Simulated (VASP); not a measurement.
# Ta in VASP: single point with LDA

Aim: the single point of Ta with LDA.

Everything below comes from runs of VASP 6.6.1. Logs are shortened: lines on timing, memory, paths and dates and some standing lists are left out, and cuts for length are marked.

### Step 1. The cell of the first run

The cell holds a wire or tube with vacuum around it, 4 atoms: a = 22.709 Å, b = 22.709 Å, c = 2.377 Å, α = 90.00°, β = 90.00°, γ = 90.00°.

### Step 2. Single point, LDA

Input file INCAR:

```
SYSTEM = Ta
PREC     = Accurate       ! precision mode
ENCUT    = 520            ! plane-wave cutoff, eV
EDIFF    = 1E-6           ! SCF threshold, eV
ISMEAR   = -1             ! smearing method
SIGMA    = 0.01           ! smearing width, eV
LREAL    = .False.        ! projectors in reciprocal space
LASPH    = .True.         ! aspherical terms in the spheres
NELM     = 80             ! most SCF steps
ALGO     = Normal         ! electronic algorithm
ISIF     = 2              ! what is computed and relaxed
LWAVE    = .False.        ! write WAVECAR
LCHARG   = .False.        ! write CHGCAR
NBANDS   = 30             ! bands
```

Input file KPOINTS:

```
regular mesh
0
Gamma
  2 2 14
  0 0 0
```

Input file POSCAR:

```
Ta
1.0
   22.7091110000      0.0000000000      0.0000000000
    0.0000000000     22.7091110000      0.0000000000
    0.0000000000      0.0000000000      2.3772800000
Ta
4
Direct
    0.3186290000      0.8186290000      0.0000000000
    0.6813710000      0.1813710000      0.0000000000
    0.1813710000      0.3186290000      0.0000000000
    0.8186290000      0.6813710000      0.0000000000
```

Potentials or basis: VASP PAW LDA potentials, release 64 (Ta_pv).

Launch:

```
$ cat potpaw_LDA.64/Ta_pv/POTCAR > POTCAR
$ mpirun -np 1 vasp_std > vasp.out
```

OUTCAR:

```text
SYSTEM = Ta
   PREC = Accurate
   ENCUT = 520
   EDIFF = 1E-6
   ISMEAR = -1
   LREAL = .False.
   LASPH = .True.
   NELM = 80
   ISIF = 2

 ion  position               nearest neighbor table
   1  0.319  0.819  0.000-
   2  0.681  0.181  0.000-
   3  0.181  0.319  0.000-
   4  0.819  0.681  0.000-

  LATTYP: Found a simple tetragonal cell.
 ALAT       =    22.7091110000
 C/A-ratio  =     0.1046839746

  Lattice vectors:

 A1 = (  22.7091110000,   0.0000000000,   0.0000000000)
 A2 = (   0.0000000000,  22.7091110000,   0.0000000000)
 A3 = (   0.0000000000,   0.0000000000,   2.3772800000)

Analysis of symmetry for initial positions (statically):
=====================================================================
 Subroutine PRICEL returns:
 Original cell was already a primitive cell.

 Routine SETGRP: Setting up the symmetry group for a
 simple tetragonal supercell.

 Subroutine GETGRP returns: Found 16 space group operations
 (whereof  8 operations were pure point group operations)
 out of a pool of 16 trial point group operations.

The static configuration has the point symmetry C_4h.
 The point group associated with its full space group is D_4h.

Analysis of symmetry for dynamics (positions and initial velocities):
=====================================================================
 Subroutine PRICEL returns:
 Original cell was already a primitive cell.

 Routine SETGRP: Setting up the symmetry group for a
 simple tetragonal supercell.

 Subroutine GETGRP returns: Found 16 space group operations
 (whereof  8 operations were pure point group operations)
 out of a pool of 16 trial point group operations.

The dynamic configuration has the point symmetry C_4h.
 The point group associated with its full space group is D_4h.

 Subroutine INISYM returns: Found 16 space group operations
 (whereof  8 operations are pure point group operations),
 and found     1 'primitive' translations

----------------------------------------------------------------------------------------

                                     Primitive cell

  volume of cell :    1225.9721

  direct lattice vectors                    reciprocal lattice vectors
    22.709111000  0.000000000  0.000000000     0.044035189  0.000000000  0.000000000
     0.000000000 22.709111000  0.000000000     0.000000000  0.044035189  0.000000000
     0.000000000  0.000000000  2.377280000     0.000000000  0.000000000  0.420648809

  length of vectors
    22.709111000 22.709111000  2.377280000     0.044035189  0.044035189  0.420648809

  position of ions in fractional coordinates (direct lattice)
     0.318629000  0.818629000  0.000000000
     0.681371000  0.181371000  0.000000000
     0.181371000  0.318629000  0.000000000
     0.818629000  0.681371000  0.000000000

  ion indices of the primitive-cell ions
   primitive index   ion index
                 1           1
                 2           2
                 3           3
                 4           4

----------------------------------------------------------------------------------------

 KPOINTS: regular mesh

Automatic generation of k-mesh.
 Grid dimensions read from file:
 generate k-points for:    2    2   14

 Generating k-lattice:

  Cartesian coordinates                     Fractional coordinates (reciprocal lattice)
     0.022017595  0.000000000  0.000000000     0.500000000  0.000000000  0.000000000
     0.000000000  0.022017595  0.000000000     0.000000000  0.500000000  0.000000000
     0.000000000  0.000000000  0.030046343     0.000000000  0.000000000  0.071428571

  Length of vectors
     0.022017595  0.022017595  0.030046343

  Shift w.r.t. Gamma in fractional coordinates (k-lattice)
     0.000000000  0.000000000  0.000000000

 Subroutine IBZKPT returns following result:
 ===========================================

 Found     24 irreducible k-points:

 Following reciprocal coordinates:
            Coordinates               Weight
  0.000000  0.000000  0.000000      1.000000
  0.500000  0.000000  0.000000      2.000000
  0.500000  0.500000  0.000000      1.000000
  0.000000  0.000000  0.071429      2.000000
  0.500000  0.000000  0.071429      4.000000
  0.500000  0.500000  0.071429      2.000000
[... 16 lines left out ...]
  0.500000  0.000000  0.500000      2.000000
  0.500000  0.500000  0.500000      1.000000
   k-points           NKPTS =     24   k-points in BZ     NKDIM =     24   number of bands    NBANDS=     30
   number of dos      NEDOS =    301   number of ions     NIONS =      4
   total plane-waves  NPLWV = 583200
   dimension x,y,z NGX =   180 NGY =  180 NGZ =   18
   dimension x,y,z NGXF=   360 NGYF=  360 NGZF=   36
   ions per type =               4
   NGX,Y,Z   is equivalent  to a cutoff of  13.18, 13.18, 12.59 a.u.
   NGXF,Y,Z  is equivalent  to a cutoff of  26.35, 26.35, 25.18 a.u.
 SYSTEM =  Ta
   PREC   = accura    normal or accurate (medium, high low for compatibility)
   ISTART =      0    job   : 0-new  1-cont  2-samecut
   ICHARG =      2    charge: 1-file 2-atom 10-const
   ISPIN  =      1    spin polarized calculation?
   LNONCOLLINEAR =      F non collinear calculations
   LSORBIT =      F    spin-orbit coupling
   LASPH  =      T    aspherical Exc in radial PAW
   ENCUT  =  520.0 eV  38.22 Ry    6.18 a.u.  42.22 42.22  4.42*2*pi/ulx,y,z
   NELM   =     80;   NELMIN=  2; NELMDL= -5     # of ELM steps
   EDIFF  = 0.1E-05   stopping-criterion for ELM
   LREAL  =      F    real-space projection
   EDIFFG = 0.1E-04   stopping-criterion for IOM
   NSW    =      0    number of steps for IOM
   IBRION =     -1    ionic relax: 0-MD 1-quasi-New 2-CG
   NFREE  =      0    steps in history (QN), initial steepest desc. (CG)
   ISIF   =      2    stress and relaxation
   ISYM   =      2    0-nonsym 1-usesym 2-fastsym
   POTIM  = 0.5000    time-step for ionic-motion
   TEBEG  =    0.0;   TEEND  =   0.0 temperature during run
   PSTRESS=    0.0 pullay stress
   NELECT =      44.0000    total number of electrons
   NUPDOWN=      -1.0000    fix difference up-down
   EMIN   =  10.00;   EMAX   =-10.00  energy-range for DOS
   EFERMI =   0.00;   METHOD = LEGACY
   ISMEAR =    -1;   SIGMA  =   0.01  broadening in eV -4-tet -1-fermi 0-gaus
   EFERMI_NEDOS =   21; number of points for ismear=-14 and -15
   IALGO  =     38    algorithm
   IMIX   =      4    mixing-type and parameters
     AMIX     =   0.40;   BMIX     =  1.00
     AMIX_MAG =   1.60;   BMIX_MAG =  1.00
  volume/ion in A,a.u.               =     306.49      2068.32
  Fermi-wavevector in a.u.,A,eV,Ry     =   0.540006  1.020464  3.967552  0.291607
  Thomas-Fermi vector in A             =   1.566943
   LORBIT       =      0    0 simple, 1 ext, 2 COOP (PROOUT), +10 PAW based schemes
   GGA     = CA    functional components
   LHFCALC =     F    Hartree Fock is set to
   AEXX    =    0.0000 exact exchange contribution
   IVDW    =     0    specifies the selected vdW correction
   LEPSILON=     F    determine dielectric tensor
   LRPA    =     F    only Hartree local field effects (RPA)
 non-spin polarized calculation
  energy-cutoff  :      520.00
  volume of cell :     1225.97
 maximum number of plane-waves:     33232
 NGX is ok and might be reduce to   180
   NGX = 85   NGY = 85   NGZ =  9

 number of electron      43.9999998 magnetization

 Free energy of the ion-electron system (eV)
  ---------------------------------------------------
  ext. energy  EPLUGINS =         0.00000000
  ---------------------------------------------------
  free energy    TOTEN  =       -28.88580649 eV

  energy without entropy =      -28.87295328  energy(sigma->0) =      -28.87937988

 E-fermi :  -3.6693     XC(G=0):  -1.9271

 val. band max:       -3.9312608033   @ k =   0.0000   0.0000   0.0714
 cond. band min:      -3.6584777709   @ k =   0.0000   0.0000   0.1429
 fundamental gap:      0.2727830324
 Fermi energy:        -3.6693435870

 k-point     1 :       0.0000    0.0000    0.0000
  band No.  band energies     occupation
      1     -38.3810      2.00000
      2     -38.3810      2.00000
      3     -38.3810      2.00000
      4     -38.3810      2.00000
      5     -38.3810      2.00000
      6     -38.3810      2.00000
[... 22 lines left out ...]
     29      -2.2522      0.00000
     30      -2.2488      0.00000

 k-point     2 :       0.5000    0.0000    0.0000
  band No.  band energies     occupation
      1     -38.3810      2.00000
      2     -38.3810      2.00000
      3     -38.3810      2.00000
      4     -38.3810      2.00000
      5     -38.3810      2.00000
      6     -38.3810      2.00000
[... 22 lines left out ...]
     29      -2.2499      0.00000
     30      -2.2467      0.00000

 k-point     3 :       0.5000    0.5000    0.0000
  band No.  band energies     occupation
      1     -38.3810      2.00000
      2     -38.3810      2.00000
      3     -38.3810      2.00000
      4     -38.3810      2.00000
      5     -38.3810      2.00000
      6     -38.3810      2.00000
[... 22 lines left out ...]
     29      -2.2469      0.00000
     30      -2.2463      0.00000

 k-point     4 :       0.0000    0.0000    0.0714
  band No.  band energies     occupation
      1     -38.3588      2.00000
      2     -38.3588      2.00000
      3     -38.3588      2.00000
      4     -38.3588      2.00000
      5     -38.3588      2.00000
      6     -38.3588      2.00000
[... 22 lines left out ...]
     29      -2.2823      0.00000
     30      -2.2792      0.00000

 k-point     5 :       0.5000    0.0000    0.0714
  band No.  band energies     occupation
      1     -38.3588      2.00000
      2     -38.3588      2.00000
      3     -38.3588      2.00000
      4     -38.3588      2.00000
      5     -38.3588      2.00000
      6     -38.3588      2.00000
[... 22 lines left out ...]
     29      -2.2825      0.00000
     30      -2.2791      0.00000
[... 526 lines left out ...]
     29      -1.7191      0.00000
     30      -1.7191      0.00000

 k-point    22 :       0.0000    0.0000    0.5000
  band No.  band energies     occupation
      1     -39.7295      2.00000
      2     -39.7295      2.00000
      3     -39.7295      2.00000
      4     -39.7295      2.00000
      5     -37.9130      2.00000
      6     -37.9130      2.00000
[... 22 lines left out ...]
     29      -1.5514      0.00000
     30      -1.5514      0.00000

 k-point    23 :       0.5000    0.0000    0.5000
  band No.  band energies     occupation
      1     -39.7295      2.00000
      2     -39.7295      2.00000
      3     -39.7295      2.00000
      4     -39.7295      2.00000
      5     -37.9130      2.00000
      6     -37.9130      2.00000
[... 22 lines left out ...]
     29      -1.5514      0.00000
     30      -1.5514      0.00000

 k-point    24 :       0.5000    0.5000    0.5000
  band No.  band energies     occupation
      1     -39.7295      2.00000
      2     -39.7295      2.00000
      3     -39.7295      2.00000
      4     -39.7295      2.00000
      5     -37.9130      2.00000
      6     -37.9130      2.00000
[... 22 lines left out ...]
     29      -1.5514      0.00000
     30      -1.5514      0.00000

------------------------ aborting loop because EDIFF is reached ----------------------------------------

  FORCE on cell =-STRESS in cart. coord.  units (eV):
  Direction    XX          YY          ZZ          XY          YZ          ZX
  --------------------------------------------------------------------------------------
  -------------------------------------------------------------------------------------
  Total       -0.0206360     -0.0206360     -5.9989185      0.0000000      0.0000000      0.0000000
  in kB       -0.0269684     -0.0269684     -7.8397631      0.0000000      0.0000000      0.0000000
  external PRESSURE =      -2.6312333 kB  Pullay stress =       0.0000000 kB

 VOLUME and BASIS-vectors are now :
 -----------------------------------------------------------------------------
  energy-cutoff  :      520.00
  volume of cell :     1225.97
      direct lattice vectors                 reciprocal lattice vectors
    22.709111000  0.000000000  0.000000000     0.044035189  0.000000000  0.000000000
     0.000000000 22.709111000  0.000000000     0.000000000  0.044035189  0.000000000
     0.000000000  0.000000000  2.377280000     0.000000000  0.000000000  0.420648809

 POSITION                                       TOTAL-FORCE (eV/Angst)
 -----------------------------------------------------------------------------------
      7.23578     18.59034      0.00000        -0.000239     -0.000239     -0.000000
     15.47333      4.11877      0.00000         0.000239      0.000239      0.000000
      4.11877      7.23578      0.00000         0.000239     -0.000239     -0.000000
     18.59034     15.47333      0.00000        -0.000239      0.000239      0.000000
 -----------------------------------------------------------------------------------
    total drift:                               -0.000000      0.000000      0.000000

  FREE ENERGIE OF THE ION-ELECTRON SYSTEM (eV)
  ---------------------------------------------------
  free  energy   TOTEN  =       -28.8858064886 eV

  energy  without entropy=      -28.8729532761  energy(sigma->0) =      -28.87937988
```

Run time: 56 min. Hardware: 1 thread of AMD EPYC 9755, shared host; peak memory 1.1 GiB.

What came out:

- Free energy: -28.8858 eV
- Band gap on the k mesh: zero (bands 22 and 23 overlap by 2.61 eV)

Levels at points of the mesh, in eV from the Fermi level:
```tsv
k point	band 17	band 18	band 19	band 20	band 21	band 22	band 23	band 24
(0.00, 0.00, 0.00)	-1.90	-1.90	-1.90	-1.90	-0.36	-0.36	-0.36	-0.36
(0.50, 0.00, 0.00)	-1.90	-1.90	-1.90	-1.90	-0.36	-0.36	-0.36	-0.36
(0.50, 0.50, 0.00)	-1.90	-1.90	-1.90	-1.90	-0.36	-0.36	-0.36	-0.36
(0.00, 0.00, 0.50)	-2.52	-2.52	-2.52	-2.52	2.10	2.10	2.10	2.10
(0.50, 0.00, 0.50)	-2.52	-2.52	-2.52	-2.52	2.10	2.10	2.10	2.10
(0.50, 0.50, 0.50)	-2.52	-2.52	-2.52	-2.52	2.10	2.10	2.10	2.10
```

Caveat: spin-orbit coupling is left out, which moves the levels of the heavy elements.

The gap in the log of VASP goes by the Fermi energy; the results here count the filled bands.